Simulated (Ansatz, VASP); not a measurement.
# One calculation of Pb, two programs

INCAR

```
SYSTEM = Pb
PREC = Accurate
ENCUT = 520
EDIFF = 1E-7
ISMEAR = 0
SIGMA = 0.1
LREAL = Auto
LASPH = .True.
NELM = 100
ALGO = Fast
ISIF = 2
LWAVE = .False.
LCHARG = .False.
GGA = PE
NBANDS = 126
```

KPOINTS

```
Automatic mesh
0
Gamma
  4 4 4
  0 0 0
```

Contents of POSCAR:

```
Pb
1.0
   -5.0390886965      5.0390886965     -5.0390886965
    5.0390886965      5.0390886965      5.0390886965
    5.0390886965     -5.0390886965     -5.0390886965
Pb
16
Direct
    0.2500000000      0.0000000000      0.7500000000
    0.0000000000      0.2500000000      0.7500000000
    0.5000000000      0.0000000000      0.5000000000
    0.7500000000      0.5000000000      0.7500000000
    0.2500000000      0.2500000000      0.5000000000
    0.5000000000      0.7500000000      0.7500000000
    0.0000000000      0.5000000000      0.5000000000
    0.7500000000      0.0000000000      0.2500000000
    0.5000000000      0.2500000000      0.2500000000
    0.7500000000      0.7500000000      0.5000000000
    0.0000000000      0.0000000000      0.0000000000
    0.2500000000      0.5000000000      0.2500000000
    0.0000000000      0.7500000000      0.2500000000
    0.7500000000      0.2500000000      0.0000000000
    0.5000000000      0.5000000000      0.0000000000
    0.2500000000      0.7500000000      0.0000000000
```

Input for Ansatz:

```yaml
crystal:
  lattice:
    - [-5.0390886965, 5.0390886965, -5.0390886965]
    - [5.0390886965, 5.0390886965, 5.0390886965]
    - [5.0390886965, -5.0390886965, -5.0390886965]
  atoms:
    - { symbol: Pb, position: [0.25, 0.0, 0.75] }
    - { symbol: Pb, position: [0.0, 0.25, 0.75] }
    - { symbol: Pb, position: [0.5, 0.0, 0.5] }
    - { symbol: Pb, position: [0.75, 0.5, 0.75] }
    - { symbol: Pb, position: [0.25, 0.25, 0.5] }
    - { symbol: Pb, position: [0.5, 0.75, 0.75] }
    - { symbol: Pb, position: [0.0, 0.5, 0.5] }
    - { symbol: Pb, position: [0.75, 0.0, 0.25] }
    - { symbol: Pb, position: [0.5, 0.25, 0.25] }
    - { symbol: Pb, position: [0.75, 0.75, 0.5] }
    - { symbol: Pb, position: [0.0, 0.0, 0.0] }
    - { symbol: Pb, position: [0.25, 0.5, 0.25] }
    - { symbol: Pb, position: [0.0, 0.75, 0.25] }
    - { symbol: Pb, position: [0.75, 0.25, 0.0] }
    - { symbol: Pb, position: [0.5, 0.5, 0.0] }
    - { symbol: Pb, position: [0.25, 0.75, 0.0] }
basis:
  ecutwfc: 420
  xc_grid: 2
kpoints:
  mp_grid: { grid: [4, 4, 4], shift: [0.0, 0.0, 0.0] }
hamiltonian:
  xc: pbe
scf:
  occupations: { method: gaussian, width: 0.1 }
output:
  forces: true
  stress: true
  eigenvalues: true
```

Alike in both runs: task single point; functional PBE; k mesh 4 × 4 × 4; occupations gaussian, width 0.1 eV; no spin polarisation.

|  | VASP | Ansatz |
| --- | --- | --- |
| version | VASP 6.6.1 | Ansatz 0.2.0 |
| potentials or method | VASP PAW PBE potentials, release 64 (Pb_d), cutoff 520 eV | scalar-relativistic, plane waves, PAW |
| valence electrons in the cell | 224 | 224 |

|  | VASP | Ansatz | Ansatz less VASP |
| --- | --- | --- | --- |
| gap on the k mesh at the Fermi level (eV) | none | none | - |
| pressure (GPa) | -0.6 | -0.6 | +0.05 |

A gap of «none» marks a metal or a gap that the smearing closes.

Neither program's run includes spin-orbit coupling.
